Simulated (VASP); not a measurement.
Runs of VASP 6.6.1 on Si5Mo. The structure is that of space group P6/mmm (No. 191), or close to it. The cells are those of the table. The cell was generated, and may not be a known phase.

| task | spin | cell | k mesh | cutoff (eV) | gap on the mesh (eV) | pressure (GPa) | relaxed volume (Å³/atom) |
| --- | --- | --- | --- | --- | --- | --- | --- |
| relaxation of cell and atoms | off | relaxed from a = 8.357, b = 8.357, c = 2.336 Å, angles 90.0, 90.0, 120.0°, 6 atoms | 3 × 3 × 8 | 600 | none | -0.1 | 23.36 |
| single point | off | a = 8.203, b = 8.203, c = 2.397 Å, angles 90.0, 90.0, 120.0°, 6 atoms | 3 × 3 × 8 | 520 | none | 0.2 | - |
| single point | off | a = 5.067, b = 5.067, c = 4.263 Å, angles 90.0, 90.0, 120.0°, 6 atoms | 6 × 6 × 4 | 520 | none | 235.2 | - |
| single point | off | a = 8.357, b = 8.357, c = 2.336 Å, angles 90.0, 90.0, 120.0°, 6 atoms | 6 × 6 × 4 | 520 | none | (a) | - |
| relaxation of cell and atoms | off | relaxed from a = 5.067, b = 5.067, c = 4.263 Å, angles 90.0, 90.0, 120.0°, 6 atoms | 6 × 6 × 4 | 600 | none | 0.0 | 23.21 |
| single point | collinear | a = 8.203, b = 8.203, c = 2.397 Å, angles 90.0, 90.0, 120.0°, 6 atoms | 3 × 3 × 8 | 520 | none | 0.2 | - |

Alike in all rows: level PBE; potentials or basis VASP PAW PBE potentials, release 64 (Si, Mo_sv); smearing gaussian 0.1 eV.

Estimate the missing entries.

(a) 0.1.

Caveats: some runs use coarse meshes; atoms lie so close that the PAW spheres overlap strongly, which falsifies energies and pressures (at least some runs); the volume moved by over 15 % at a fixed basis, so the end points are rough (at least some runs).

A k mesh can miss the band edges, and the runs leave out spin-orbit coupling on Mo.

A gap of «none» marks levels without a gap at the run's occupations.
